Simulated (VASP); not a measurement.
A run of VASP 6.6.1 is set up as follows.

File POSCAR:

```
C
1.0
    2.4554649471      0.0000000000      0.0000000000
   -1.2277324736      2.1264950223      0.0000000000
    0.0000000000      0.0000000000      6.7303720846
C
4
Direct
    0.0000000000      0.0000000000      0.7500000000
    0.0000000000      0.0000000000      0.2500000000
    0.3333333333      0.6666666667      0.7500000000
    0.6666666667      0.3333333333      0.2500000000
```

INCAR.step1

```
SYSTEM = C
PREC = Accurate ; ENCUT = 520
ISMEAR = 0 ; SIGMA = 0.1
LREAL = .False. ; LASPH = .True.
NELM = 100 ; NBANDS = 16
GGA = PE ; ALGO = Normal
EDIFF = 1E-4 ; LWAVE = .True.
LCHARG = .False.
```

INCAR.step2

```
SYSTEM = C
PREC = Accurate ; ENCUT = 520
EDIFF = 1E-6 ; ISMEAR = 0
SIGMA = 0.1 ; LREAL = .False.
LASPH = .True. ; NELM = 100
ALGO = Normal ; ISIF = 2
LWAVE = .False. ; LCHARG = .True.
METAGGA = R2SCAN ; LMIXTAU = .True.
IVDW = 12 ; VDW_S6 = 1.0
VDW_S8 = 0.78981345 ; VDW_A1 = 0.49484001
VDW_A2 = 5.73083694 ; LELF = .True.
LVHAR = .True. ; NBANDS = 16
ISTART = 1
```

KPOINTS

```
regular mesh
0
Gamma
  21 21 6
  0 0 0
```

Potentials or basis: VASP PAW PBE potentials, release 64 (C).

Launch:

```bash
$ cat potpaw_PBE.64/C/POTCAR > POTCAR
$ cp INCAR.step1 INCAR
$ mpirun -np 1 vasp_std > vasp.out
$ cp INCAR.step2 INCAR
$ mpirun -np 1 vasp_std > vasp.out
```

**Question.** Predict the band gap on the k mesh.

**Answer.** Zero (band 8 reaches 4.67 eV, above the bottom of band 9 at 4.64 eV).

**Question.** Predict the pressure.

**Answer.** 0.7 GPa.

Stress tensor (GPa, compression positive):
```
 1.07  0.00  0.00
 0.00  1.07  0.00
 0.00  0.00 -0.11
```

Caveat: the PAW data sets were made with another functional, which shifts forces and pressure a little.
